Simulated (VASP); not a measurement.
# Sn3GeTe4 (R3m) in VASP: notebook

The runs below take Sn3GeTe4 through single point, with PBE.

Everything below comes from runs of VASP 6.6.1. Logs are shortened: lines on timing, memory, paths and dates and some standing lists are left out, and cuts for length are marked.

## (1) The cell of the first run

It takes space group R3m (No. 160, trigonal). The conventional cell has a = 8.795 Å, b = 8.795 Å, c = 10.919 Å, α = 90.00°, β = 90.00°, γ = 120.00°. Within 4.7 Å of Sn (site symmetry m) lie 6 Te at 3.08 to 3.17 Å and 4 Ge at 4.25 to 4.63 Å and 8 Sn at 4.38 to 4.44 Å. Within 3.8 Å of Ge (site symmetry 3m) lie 6 Te at 2.87 to 3.40 Å. Within 3.8 Å of Te (site symmetry m) lie 2 Ge at 2.87 to 3.40 Å and 4 Sn at 3.08 to 3.17 Å. Te (site symmetry 3m) has 6 Sn at 3.08 to 3.17 Å within 4.1 Å.

## (2) Single point, PBE (30.48 Å³/atom)

INCAR

```
SYSTEM = Sn3GeTe4
  PREC = Accurate
  ENCUT = 520
  EDIFF = 1E-7
  ISMEAR = 0
  SIGMA = 0.01
  LREAL = .False.
  LASPH = .True.
  NELM = 60
  ALGO = Normal
  ISIF = 2
  LWAVE = .False.
  LCHARG = .False.
  GGA = PE
  NBANDS = 50
```

KPOINTS

```
Automatic mesh
0
Gamma
  6 6 6
  0 0 0
```

POSCAR

```
Sn3GeTe4
1.0
    4.3974842197      2.5388886819      3.6395859091
   -4.3974842197      2.5388886819      3.6395859091
    0.0000000000     -5.0777774122      3.6395858753
Sn Ge Te
3 1 4
Direct
    0.5097112049      0.0072951748      0.0072951748
    0.0072951748      0.5097112049      0.0072951748
    0.0072951748      0.0072951748      0.5097112049
    0.4861718229      0.4861718229      0.4861718229
    0.0279303060      0.5144965688      0.5144965688
    0.5144965688      0.0279303060      0.5144965688
    0.5144965688      0.5144965688      0.0279303060
    0.0166031790      0.0166031790      0.0166031790
```

Potentials or basis: VASP PAW PBE potentials, release 64 (Sn_d, Ge_d, Te).

The run is started by

```sh
$ cat potpaw_PBE.64/Sn_d/POTCAR potpaw_PBE.64/Ge_d/POTCAR potpaw_PBE.64/Te/POTCAR > POTCAR
$ mpirun -np 1 vasp_std > vasp.out
```

OUTCAR:

```text
SYSTEM = Sn3GeTe4
   PREC = Accurate
   ENCUT = 520
   EDIFF = 1E-7
   ISMEAR = 0
   LREAL = .False.
   LASPH = .True.
   NELM = 60
   ISIF = 2
   GGA = PE

 ion  position               nearest neighbor table
   1  0.510  0.007  0.007-   7 3.08   6 3.08   8 3.08   8 3.17   7 3.17   6 3.17
   2  0.007  0.510  0.007-   7 3.08   5 3.08   8 3.08   8 3.17   7 3.17   5 3.17
   3  0.007  0.007  0.510-   5 3.08   6 3.08   8 3.08   8 3.17   6 3.17   5 3.17
   4  0.486  0.486  0.486-   5 2.87   6 2.87   7 2.87
   5  0.028  0.514  0.514-   4 2.87   3 3.08   2 3.08   3 3.17   2 3.17
   6  0.514  0.028  0.514-   4 2.87   3 3.08   1 3.08   3 3.17   1 3.17
   7  0.514  0.514  0.028-   4 2.87   2 3.08   1 3.08   1 3.17   2 3.17
   8  0.017  0.017  0.017-   1 3.08   2 3.08   3 3.08   2 3.17   1 3.17   3 3.17

  LATTYP: Found a trigonal (rhomboedric) cell.
 ALAT       =     6.2474321758
 COS(alpha) =     0.0090871164

  Lattice vectors:

 A1 = (   4.3974842197,   2.5388886819,   3.6395859091)
 A2 = (  -4.3974842197,   2.5388886819,   3.6395859091)
 A3 = (   0.0000000000,  -5.0777774122,   3.6395858753)

Analysis of symmetry for initial positions (statically):
=====================================================================
 Subroutine PRICEL returns:
 Original cell was already a primitive cell.

 Routine SETGRP: Setting up the symmetry group for a
 trigonal (rhombohedral) supercell.

 Subroutine GETGRP returns: Found  6 space group operations
 (whereof  6 operations were pure point group operations)
 out of a pool of 12 trial point group operations.

The static configuration has the point symmetry C_3v.

Analysis of symmetry for dynamics (positions and initial velocities):
=====================================================================
 Subroutine PRICEL returns:
 Original cell was already a primitive cell.

 Routine SETGRP: Setting up the symmetry group for a
 trigonal (rhombohedral) supercell.

 Subroutine GETGRP returns: Found  6 space group operations
 (whereof  6 operations were pure point group operations)
 out of a pool of 12 trial point group operations.

The dynamic configuration has the point symmetry C_3v.

 Subroutine INISYM returns: Found  6 space group operations
 (whereof  6 operations are pure point group operations),
 and found     1 'primitive' translations

----------------------------------------------------------------------------------------
[... 111 lines left out ...]
   ISIF   =      2    stress and relaxation
   ISYM   =      2    0-nonsym 1-usesym 2-fastsym
   POTIM  = 0.5000    time-step for ionic-motion
   TEBEG  =    0.0;   TEEND  =   0.0 temperature during run
   PSTRESS=    0.0 pullay stress
   NELECT =      80.0000    total number of electrons
   NUPDOWN=      -1.0000    fix difference up-down
   EMIN   =  10.00;   EMAX   =-10.00  energy-range for DOS
   EFERMI =   0.00;   METHOD = LEGACY
   ISMEAR =     0;   SIGMA  =   0.01  broadening in eV -4-tet -1-fermi 0-gaus
   EFERMI_NEDOS =   21; number of points for ismear=-14 and -15
   IALGO  =     38    algorithm
   IMIX   =      4    mixing-type and parameters
     AMIX     =   0.40;   BMIX     =  1.00
     AMIX_MAG =   1.60;   BMIX_MAG =  1.00
  volume/ion in A,a.u.               =      30.48       205.66
  Fermi-wavevector in a.u.,A,eV,Ry     =   1.129157  2.133798 17.347376  1.274996
  Thomas-Fermi vector in A             =   2.265850
   LORBIT       =      0    0 simple, 1 ext, 2 COOP (PROOUT), +10 PAW based schemes
   GGA     = PE    functional components
   LHFCALC =     F    Hartree Fock is set to
   AEXX    =    0.0000 exact exchange contribution
   IVDW    =     0    specifies the selected vdW correction
   LEPSILON=     F    determine dielectric tensor
   LRPA    =     F    only Hartree local field effects (RPA)
 non-spin polarized calculation
 Gauss-broadening in eV      SIGMA  =   0.01
  energy-cutoff  :      520.00
  volume of cell :      243.81
 maximum number of plane-waves:      6589
 NGX is ok and might be reduce to    48
   NGX = 23   NGY = 23   NGZ = 23

 number of electron      79.9999986 magnetization

 Free energy of the ion-electron system (eV)
  ---------------------------------------------------
  ext. energy  EPLUGINS =         0.00000000
  ---------------------------------------------------
  free energy    TOTEN  =       -30.34556463 eV

  energy without entropy =      -30.34556463  energy(sigma->0) =      -30.34556463

 E-fermi :   6.7356     XC(G=0):  -9.5071

 val. band max:        6.6863381383   @ k =   0.5000   0.5000   0.5000
 cond. band min:       6.7766274531   @ k =   0.5000   0.5000   0.5000
 fundamental gap:      0.0902893147
 Fermi energy:         6.7356378103

 k-point     1 :       0.0000    0.0000    0.0000
  band No.  band energies     occupation
      1     -18.4908      2.00000
      2     -18.4908      2.00000
      3     -18.4812      2.00000
      4     -18.4812      2.00000
      5     -18.4759      2.00000
      6     -15.1674      2.00000
[... 1261 lines left out ...]
     49       9.5668      0.00000
     50       9.8776      0.00000

 [... further k-points ...]

------------------------ aborting loop because EDIFF is reached ----------------------------------------

  FORCE on cell =-STRESS in cart. coord.  units (eV):
  Direction    XX          YY          ZZ          XY          YZ          ZX
  --------------------------------------------------------------------------------------
  -------------------------------------------------------------------------------------
  Total        3.5506600      3.5506600      3.4882895      0.0000000      0.0000000      0.0000000
  in kB       23.3328876     23.3328876     22.9230247      0.0000000      0.0000000      0.0000000
  external PRESSURE =      23.1962667 kB  Pullay stress =       0.0000000 kB

 VOLUME and BASIS-vectors are now :
 -----------------------------------------------------------------------------
  energy-cutoff  :      520.00
  volume of cell :      243.81
      direct lattice vectors                 reciprocal lattice vectors
     4.397484220  2.538888682  3.639585909     0.113701374  0.065645519  0.091585511
    -4.397484220  2.538888682  3.639585909    -0.113701374  0.065645519  0.091585511
     0.000000000 -5.077777412  3.639585875     0.000000000 -0.131291039  0.091585510

 POSITION                                       TOTAL-FORCE (eV/Angst)
 -----------------------------------------------------------------------------------
      2.20937      1.27558      1.90824         0.003742      0.002160     -0.002226
     -2.20937      1.27558      1.90824        -0.003742      0.002160     -0.002226
      0.00000     -2.55116      1.90824        -0.000000     -0.004321     -0.002226
      0.00000     -0.00000      5.30839        -0.000000     -0.000000      0.003667
     -2.13967     -1.23534      3.84676        -0.009363     -0.005406      0.001840
      2.13967     -1.23534      3.84676         0.009363     -0.005406      0.001840
      0.00000      2.47068      3.84676        -0.000000      0.010812      0.001840
      0.00000     -0.00000      0.18129        -0.000000      0.000000     -0.002509
 -----------------------------------------------------------------------------------
    total drift:                                0.000000      0.000020     -0.001637

  FREE ENERGIE OF THE ION-ELECTRON SYSTEM (eV)
  ---------------------------------------------------
  free  energy   TOTEN  =       -30.3455646294 eV

  energy  without entropy=      -30.3455646294  energy(sigma->0) =      -30.34556463
```

stdout:

```text
POSCAR found type information on POSCAR SnGeTe
 POSCAR found :  3 types and       8 ions
 scaLAPACK will be used
 LDA part: xc-table for (Slater+PW92), standard interpolation
 POSCAR, INCAR and KPOINTS ok, starting setup
 FFT: planning ... GRIDC
 FFT: planning ... GRID_SOFT
 FFT: planning ... GRID
 WAVECAR not read
 entering main loop
```

Wall time 4.9 min (1 thread of Intel Xeon Platinum 8488C (Sapphire Rapids), shared host); peak memory 0.53 GiB.

Results:

```yaml
Free_energy: -30.3456 eV
Pressure: 2.3 GPa
Largest_force: 0.011 eV/Å
Band_gap_on_the_k_mesh: 0.09 eV
```

Forces on the atoms (eV/Å):
```
Sn   0.004  0.002 -0.002
Sn  -0.004  0.002 -0.002
Sn   0.000 -0.004 -0.002
Ge   0.000  0.000  0.004
Te  -0.009 -0.005  0.002
Te   0.009 -0.005  0.002
Te   0.000  0.011  0.002
Te   0.000  0.000 -0.003
```

Levels at points of the mesh, in eV from the valence-band top:
```tsv
k point	band 37	band 38	band 39	band 40	band 41	band 42	band 43	band 44
(0.00, 0.00, 0.00)	-3.57	-2.08	-2.08	-2.04	1.90	2.14	2.14	3.18
(0.50, 0.00, 0.00)	-2.11	-1.86	-0.91	-0.70	0.83	0.98	2.00	2.28
(0.50, 0.50, 0.00)	-1.38	-1.07	-0.87	-0.74	0.77	0.80	1.03	1.19
(0.50, 0.50, 0.50)	-0.74	-0.33	0.00	0.00	0.09	0.35	0.35	0.35
```

Caveat: semilocal functionals underestimate gaps, and a narrow one can read as zero; spin-orbit coupling is left out, which moves the levels of the heavy elements.

## (3) Single point, PBE (31.45 Å³/atom)

This run uses another cell than the first one, of 31.45 Å³/atom.

INCAR

```
PREC = Accurate
ENCUT = 520
EDIFF = 1E-7
ISMEAR = 0
SIGMA = 0.01
LREAL = F
LASPH = T
NELM = 60
ALGO = Normal
ISIF = 2
LWAVE = F
LCHARG = F
GGA = PE
NBANDS = 50
```

KPOINTS

```
Automatic mesh
0
Gamma
  6 6 6
```

POSCAR

```
Sn3GeTe4
1.0
    4.4355747893      2.5608802822      3.6915148703
   -4.4355747893      2.5608802822      3.6915148703
    0.0000000000     -5.1217606136      3.6915148362
Sn Ge Te
3 1 4
Direct
    0.5075124328      0.0065853139      0.0065853139
    0.0065853139      0.5075124328      0.0065853139
    0.0065853139      0.0065853139      0.5075124328
    0.4835106941      0.4835106941      0.4835106941
    0.0310946576      0.5154251144      0.5154251144
    0.5154251144      0.0310946576      0.5154251144
    0.5154251144      0.5154251144      0.0310946576
    0.0178613589      0.0178613589      0.0178613589
```

Potentials or basis: VASP PAW PBE potentials, release 64 (Sn_d, Ge_d, Te).

The run is started by

```sh
$ cat potpaw_PBE.64/Sn_d/POTCAR potpaw_PBE.64/Ge_d/POTCAR potpaw_PBE.64/Te/POTCAR > POTCAR
$ mpirun -np 1 vasp_std > vasp.out
```

Wall time 4.7 min (1 thread of Intel Xeon Platinum 8488C (Sapphire Rapids), shared host); peak memory 0.54 GiB.

It converged, with:

```yaml
Free_energy: -30.4266 eV
Pressure: 1.0 GPa
Largest_force: 0.011 eV/Å
Band_gap_on_the_k_mesh: 0.15 eV
```

Forces on the atoms (eV/Å):
```
Sn   0.006  0.003 -0.002
Sn  -0.006  0.003 -0.002
Sn   0.000 -0.007 -0.002
Ge   0.000  0.000  0.009
Te  -0.007 -0.004  0.002
Te   0.007 -0.004  0.002
Te   0.000  0.008  0.002
Te   0.000  0.000 -0.011
```

Levels at points of the mesh, in eV from the valence-band top:
```tsv
k point	band 38	band 39	band 40	band 41	band 42	band 43
(0.00, 0.00, 0.00)	-1.95	-1.95	-1.90	1.97	2.26	2.26
(0.50, 0.00, 0.00)	-1.71	-0.87	-0.67	0.95	1.04	1.95
(0.50, 0.50, 0.00)	-0.98	-0.80	-0.66	0.83	0.89	1.11
(0.50, 0.50, 0.50)	-0.33	0.00	0.00	0.15	0.41	0.41
```

Caveat: semilocal functionals underestimate gaps, and a narrow one can read as zero; spin-orbit coupling is left out, which moves the levels of the heavy elements. A k mesh can miss the band edges.
